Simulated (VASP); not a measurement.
# CdSe (F-43m) in VASP: notebook, part 2 of 3

VASP 6.6.1. Earlier steps stand in the parts before.

## 4. Vibrations by perturbation theory, LDA

This run uses another cell than the first one, of 24.62 Å³/atom.

INCAR

```
PREC = Accurate
ENCUT = 520
EDIFF = 1E-8
ISMEAR = 0
SIGMA = 0.01
LREAL = False
LASPH = True
NELM = 80
ALGO = Normal
ISIF = 2
LWAVE = False
LCHARG = False
GGA = CA
IBRION = 8
NSW = 1
```

KPOINTS

```
regular mesh
0
Gamma
  6 6 6
```

POSCAR

```
CdSe
1.0
    2.9091434370      2.9091434370      0.0000000000
   -2.9091434370      2.9091434370      0.0000000000
    0.0000000000      2.9091434370      2.9091434370
Cd Se
1 1
Direct
    0.0000000000      0.0000000000      0.0000000000
    0.7500000000      0.2500000000      0.5000000000
```

Potentials or basis: VASP PAW LDA potentials, release 64 (Cd, Se).

Launch:

```sh
> cat potpaw_LDA.64/Cd/POTCAR potpaw_LDA.64/Se/POTCAR > POTCAR
> mpirun -np 1 vasp_std > vasp.out
```

OUTCAR:

```text
PREC = Accurate
   ENCUT = 520
   EDIFF = 1E-8
   ISMEAR = 0
   LREAL = False
   LASPH = True
   NELM = 80
   ISIF = 2
   GGA = CA
   IBRION = 8
   NSW = 1

 ion  position               nearest neighbor table
   1  0.000  0.000  0.000-   2 2.52   2 2.52   2 2.52   2 2.52
   2  0.750  0.250  0.500-   1 2.52   1 2.52   1 2.52   1 2.52

  LATTYP: Found a face centered cubic cell.
 ALAT       =     5.8182868740

  Lattice vectors:

 A1 = (   0.0000000000,   2.9091434370,   2.9091434370)
 A2 = (   2.9091434370,   0.0000000000,   2.9091434370)
 A3 = (   2.9091434370,   2.9091434370,   0.0000000000)

Analysis of symmetry for initial positions (statically):
=====================================================================
 Subroutine PRICEL returns:
 Original cell was already a primitive cell.

 Routine SETGRP: Setting up the symmetry group for a
 face centered cubic supercell.

 Subroutine GETGRP returns: Found 24 space group operations
 (whereof 24 operations were pure point group operations)
 out of a pool of 48 trial point group operations.

The static configuration has the point symmetry T_d .

Analysis of symmetry for dynamics (positions and initial velocities):
=====================================================================
 Subroutine PRICEL returns:
 Original cell was already a primitive cell.

 Routine SETGRP: Setting up the symmetry group for a
 face centered cubic supercell.

 Subroutine GETGRP returns: Found 24 space group operations
 (whereof 24 operations were pure point group operations)
 out of a pool of 48 trial point group operations.

The dynamic configuration has the point symmetry T_d .

 Subroutine INISYM returns: Found 24 space group operations
 (whereof 24 operations are pure point group operations),
 and found     1 'primitive' translations

----------------------------------------------------------------------------------------

                                     Primitive cell

  volume of cell :      49.2408

  direct lattice vectors                    reciprocal lattice vectors
     2.909143437  2.909143437  0.000000000     0.171871897  0.171871897 -0.171871897
    -2.909143437  2.909143437  0.000000000    -0.171871897  0.171871897 -0.171871897
     0.000000000  2.909143437  2.909143437     0.000000000  0.000000000  0.343743793

  length of vectors
     4.114150103  4.114150103  4.114150103     0.297690857  0.297690857  0.343743793

  position of ions in fractional coordinates (direct lattice)
     0.000000000  0.000000000  0.000000000
     0.750000000  0.250000000  0.500000000

  ion indices of the primitive-cell ions
   primitive index   ion index
                 1           1
                 2           2

[... 126 lines left out ...]
      5      -5.9753      2.00000
      6      -5.9753      2.00000
      7       2.0121      2.00000
      8       2.0121      2.00000
      9       2.0121      2.00000
     10       2.6413      0.00000
     11       7.7713      0.00000
     12       7.7713      0.00000
     13       7.7713      0.00000
[... 228 lines left out ...]
      2      -6.2798      2.00000
      3      -6.2147      2.00000
      4      -6.0731      2.00000
      5      -5.9387      2.00000
      6      -5.3285      2.00000
      7      -2.7629      2.00000
      8      -0.7831      2.00000
      9      -0.7072      2.00000
     10       6.0981      0.00000
     11       6.8517      0.00000
     12       9.7601      0.00000
     13      10.1233      0.00000

------------------------ aborting loop because EDIFF is reached ----------------------------------------

  FORCE on cell =-STRESS in cart. coord.  units (eV):
  Direction    XX          YY          ZZ          XY          YZ          ZX
  --------------------------------------------------------------------------------------
  -------------------------------------------------------------------------------------
  Total        2.3811208      2.3811208      2.3811208      0.0000000     -0.0000000      0.0000000
  in kB       77.4758975     77.4758975     77.4758975      0.0000000     -0.0000000      0.0000000
  external PRESSURE =      77.4758975 kB  Pullay stress =       0.0000000 kB

 VOLUME and BASIS-vectors are now :
 -----------------------------------------------------------------------------
  energy-cutoff  :      520.00
  volume of cell :       49.24
      direct lattice vectors                 reciprocal lattice vectors
     2.909143437  2.909143437  0.000000000     0.171871897  0.171871897 -0.171871897
    -2.909143437  2.909143437  0.000000000    -0.171871897  0.171871897 -0.171871897
     0.000000000  2.909143437  2.909143437     0.000000000  0.000000000  0.343743793

 POSITION                                       TOTAL-FORCE (eV/Angst)
 -----------------------------------------------------------------------------------
      0.00000      0.00000      0.00000         0.000000      0.000000      0.000000
      1.45457      4.36372      1.45457        -0.000000     -0.000000      0.000000
 -----------------------------------------------------------------------------------
    total drift:                               -0.000000     -0.000000      0.000000

  FREE ENERGIE OF THE ION-ELECTRON SYSTEM (eV)
  ---------------------------------------------------
  free  energy   TOTEN  =        -6.6379087750 eV

  energy  without entropy=       -6.6379087750  energy(sigma->0) =       -6.63790878

[... ionic steps 2 to 3 ...]

--------------------------------------- Ionic step        4  -------------------------------------------

------------------------ aborting loop because EDIFF is reached ----------------------------------------

[... ionic steps 5 to 6 ...]

--------------------------------------- Ionic step        7  -------------------------------------------

 Free energy of the ion-electron system (eV)
  ---------------------------------------------------
  ---------------------------------------------------
  free energy    TOTEN  =        -0.08422541 eV

  energy without entropy =       -0.08422541

------------------------ aborting loop because EDIFF is reached ----------------------------------------

 INTERNAL STRAIN TENSOR  FOR ION    2  DIRECTION 1   (eV/Angst):
 -----------------------------------------------------------------------------
     0.02148  0.00000  0.00000
     0.00000 -0.01978 11.40388
     0.00000 11.40388 -0.01978

 INTERNAL STRAIN TENSOR FOR ION    2 for displacements in x,y,z  (eV/Angst):
          X           Y           Z          XY          YZ          ZX
  --------------------------------------------------------------------------------
  x     0.00000     0.00000     0.00000     0.00000    11.40388     0.00000
  y     0.00000    -0.00000     0.00000     0.00000     0.00000    11.40388
  z     0.00000     0.00000     0.00000    11.40388     0.00000     0.00000

 SECOND DERIVATIVES (NOT SYMMETRIZED)
 ------------------------------------
               1X          1Y          1Z          2X          2Y          2Z
  1X    -7.572863   -0.000000    0.000000    7.572863    0.000000   -0.000000
  1Y     0.000000   -7.572863   -0.000000   -0.000000    7.572863    0.000000
  1Z     0.000000   -0.000000   -7.572863   -0.000000    0.000000    7.572863
  2X     7.544961    0.000000    0.000000   -7.544961    0.000000    0.000000
  2Y     0.000000    7.544961    0.000000    0.000000   -7.544961    0.000000
  2Z     0.000000    0.000000    7.544961    0.000000    0.000000   -7.544961

 Eigenvectors and eigenvalues of the dynamical matrix
 ----------------------------------------------------

   1 f  =    6.310163 THz    39.647923 2PiTHz  210.484378 cm-1    26.096725 meV
             X         Y         Z           dx          dy          dz
      0.000000  0.000000  0.000000     0.000000   -0.000000   -0.643037
      1.454572  4.363715  1.454572     0.000000   -0.000000    0.765835
[... 21 lines left out ...]
   6 f/i=    0.005735 THz     0.036036 2PiTHz    0.191307 cm-1     0.023719 meV
             X         Y         Z           dx          dy          dz
      0.000000  0.000000  0.000000     0.569381   -0.398178   -0.322123
      1.454572  4.363715  1.454572     0.478084   -0.334332   -0.270472

--------------------------------------------------------------------------------------------------------

 ELASTIC MODULI CONTR FROM IONIC RELAXATION (kBar)
 Direction    XX          YY          ZZ          XY          YZ          ZX
 --------------------------------------------------------------------------------
 XX          -0.0000      0.0000      0.0000     -0.0000     -0.0000     -0.0000
 YY           0.0000     -0.0000      0.0000     -0.0000      0.0000      0.0000
 ZZ           0.0000      0.0000     -0.0000     -0.0000      0.0000     -0.0000
 XY          -0.0000     -0.0000     -0.0000   -564.8252     -0.0000      0.0000
 YZ          -0.0000      0.0000      0.0000     -0.0000   -564.8252      0.0000
 ZX          -0.0000      0.0000     -0.0000      0.0000      0.0000   -564.8252
 --------------------------------------------------------------------------------
```

OSZICAR:

```text
N       E                     dE             d eps       ncg     rms          rms(c)
DAV:   1     0.103642754410E+03    0.10364E+03   -0.94302E+03   440   0.127E+03
[... 40 lines left out ...]
RMM:   6    -0.842267981404E-01    0.41766E-05    0.75877E-08  1953   0.103E-03    0.185E-03
RMM:   7    -0.842258956954E-01    0.90244E-06    0.64819E-08  1939   0.716E-04    0.173E-04
RMM:   8    -0.842255437957E-01    0.35190E-06   -0.22703E-09  2046   0.149E-04    0.463E-05
RMM:   9    -0.842253282544E-01    0.21554E-06    0.12412E-09  1921   0.564E-05    0.713E-06
RMM:  10    -0.842253819518E-01   -0.53697E-07    0.52538E-11  1851   0.980E-06    0.509E-06
RMM:  11    -0.842254140465E-01   -0.32095E-07   -0.73041E-10  1791   0.706E-06    0.174E-06
RMM:  12    -0.842254117463E-01    0.23002E-08    0.15287E-09  1087   0.124E-06    0.790E-07
 Linear response finished
```

Wall time 98 s (1 thread of Intel Xeon 8259CL, shared host); peak memory 0.23 GiB.

Results:

- Highest phonon frequency at Γ, LO-TO splitting left out: 210 cm⁻¹

Phonon frequencies in cm⁻¹ (negative: imaginary):
```csv
q point,frequencies
"(0.000, 0.000, 0.000)",0 0 0 210 210 210
```

Caveat: the cell stands under pressure or tension, which shifts response properties.

## 5. Vibrations by perturbation theory, LDA

This run uses another cell than the first one, of 25.53 Å³/atom.

INCAR

```
SYSTEM = CdSe
  PREC = Accurate
  ENCUT = 520
  EDIFF = 1E-8
  ISMEAR = 0
  SIGMA = 0.01
  LREAL = .FALSE.
  LASPH = .TRUE.
  NELM = 100
  ALGO = Normal
  ISIF = 2
  LWAVE = .FALSE.
  LCHARG = .FALSE.
  IBRION = 8
  NSW = 1
```

KPOINTS

```
regular mesh
0
G
  6 6 6
  0 0 0
```

POSCAR

```
CdSe
1.0
    2.9446773431      2.9446773431      0.0000000000
   -2.9446773431      2.9446773431      0.0000000000
    0.0000000000      2.9446773431      2.9446773431
Cd Se
1 1
Direct
    0.0000000000      0.0000000000      0.0000000000
    0.7500000000      0.2500000000      0.5000000000
```

Potentials or basis: VASP PAW LDA potentials, release 64 (Cd, Se).

Launch:

```sh
> cat potpaw_LDA.64/Cd/POTCAR potpaw_LDA.64/Se/POTCAR > POTCAR
> mpirun -np 1 vasp_std > vasp.out
```

OUTCAR:

```text
SYSTEM = CdSe
   PREC = Accurate
   ENCUT = 520
   EDIFF = 1E-8
   ISMEAR = 0
   LREAL = .FALSE.
   LASPH = .TRUE.
   NELM = 100
   ISIF = 2
   IBRION = 8
   NSW = 1

 ion  position               nearest neighbor table
   1  0.000  0.000  0.000-   2 2.55   2 2.55   2 2.55   2 2.55
   2  0.750  0.250  0.500-   1 2.55   1 2.55   1 2.55   1 2.55

  LATTYP: Found a face centered cubic cell.
 ALAT       =     5.8893546862

  Lattice vectors:

[... 499 lines left out ...]
 ------------------------------------
               1X          1Y          1Z          2X          2Y          2Z
  1X    -6.693901    0.000000   -0.000000    6.693901   -0.000000    0.000000
  1Y    -0.000000   -6.693901    0.000000    0.000000    6.693901   -0.000000
  1Z    -0.000000    0.000000   -6.693901    0.000000   -0.000000    6.693901
  2X     6.672778    0.000000    0.000000   -6.672778    0.000000    0.000000
  2Y     0.000000    6.672778    0.000000    0.000000   -6.672778    0.000000
  2Z     0.000000    0.000000    6.672778    0.000000    0.000000   -6.672778

 Eigenvectors and eigenvalues of the dynamical matrix
 ----------------------------------------------------

   1 f  =    5.933592 THz    37.281861 2PiTHz  197.923339 cm-1    24.539356 meV
             X         Y         Z           dx          dy          dz
      0.000000  0.000000  0.000000     0.462781   -0.000000   -0.446321
      1.472339  4.417016  1.472339    -0.551302    0.000000    0.531693
[... 21 lines left out ...]
   6 f/i=    0.004618 THz     0.029013 2PiTHz    0.154025 cm-1     0.019097 meV
             X         Y         Z           dx          dy          dz
      0.000000  0.000000  0.000000    -0.519937    0.560163   -0.050143
      1.472339  4.417016  1.472339    -0.436452    0.470219   -0.042092

--------------------------------------------------------------------------------------------------------

 ELASTIC MODULI CONTR FROM IONIC RELAXATION (kBar)
 Direction    XX          YY          ZZ          XY          YZ          ZX
 --------------------------------------------------------------------------------
 XX          -0.0000      0.0000      0.0000      0.0000     -0.0000      0.0000
 YY           0.0000     -0.0000     -0.0000      0.0000      0.0000      0.0000
 ZZ           0.0000     -0.0000     -0.0000     -0.0000      0.0000      0.0000
 XY           0.0000      0.0000     -0.0000   -438.9350      0.0000      0.0000
 YZ          -0.0000      0.0000      0.0000      0.0000   -438.9350     -0.0000
 ZX           0.0000      0.0000      0.0000      0.0000     -0.0000   -438.9350
 --------------------------------------------------------------------------------
```

OSZICAR:

```text
N       E                     dE             d eps       ncg     rms          rms(c)
DAV:   1     0.110167055419E+03    0.11017E+03   -0.92008E+03   432   0.126E+03
[... 42 lines left out ...]
RMM:   6    -0.843297983619E-01    0.45142E-05    0.11666E-07  1950   0.103E-03    0.173E-03
RMM:   7    -0.843288727724E-01    0.92559E-06    0.13517E-07  1944   0.704E-04    0.138E-04
RMM:   8    -0.843285894848E-01    0.28329E-06    0.71029E-10  2032   0.136E-04    0.452E-05
RMM:   9    -0.843283961736E-01    0.19331E-06   -0.30231E-09  1934   0.548E-05    0.692E-06
RMM:  10    -0.843284455564E-01   -0.49383E-07    0.71580E-10  1808   0.924E-06    0.546E-06
RMM:  11    -0.843284760006E-01   -0.30444E-07   -0.13151E-10  1732   0.671E-06    0.185E-06
RMM:  12    -0.843284750558E-01    0.94480E-09    0.13429E-11  1029   0.115E-06    0.733E-07
 Linear response finished
```

stdout:

```text
POSCAR found type information on POSCAR CdSe
 POSCAR found :  2 types and       2 ions
 scaLAPACK will be used
 LDA part: xc-table for (Slater(with rela. corr.)+CA(PZ))
 , standard interpolation
 POSCAR, INCAR and KPOINTS ok, starting setup
 FFT: planning ... GRIDC
 FFT: planning ... GRID_SOFT
 FFT: planning ... GRID
 WAVECAR not read
 entering main loop
 Linear response reoptimize wavefunctions to high precision
 Linear response DOF=           2
 Linear response progress:
 first order change of Fermi-energy  -0.39028E+00
 force on displaced ion       1 direction 1 :  -6.694   0.000   0.000
 Linear response progress:
 first order change of Fermi-energy   0.38966E+00
 force on displaced ion       2 direction 1 :  -6.673   0.000   0.000
 Linear response finished
```

Run time: 96 s. Hardware: 1 thread of Intel Xeon 8259CL, shared host; peak memory 0.24 GiB.

Results:

```
Highest phonon frequency at Γ, LO-TO splitting left out : 198 cm⁻¹
```

Phonon frequencies in cm⁻¹ (negative: imaginary):
```csv
q point,frequencies
"(0.000, 0.000, 0.000)",0 0 0 198 198 198
```

Caveat: the cell stands under pressure or tension, which shifts response properties.

[end of part 2 of 3]
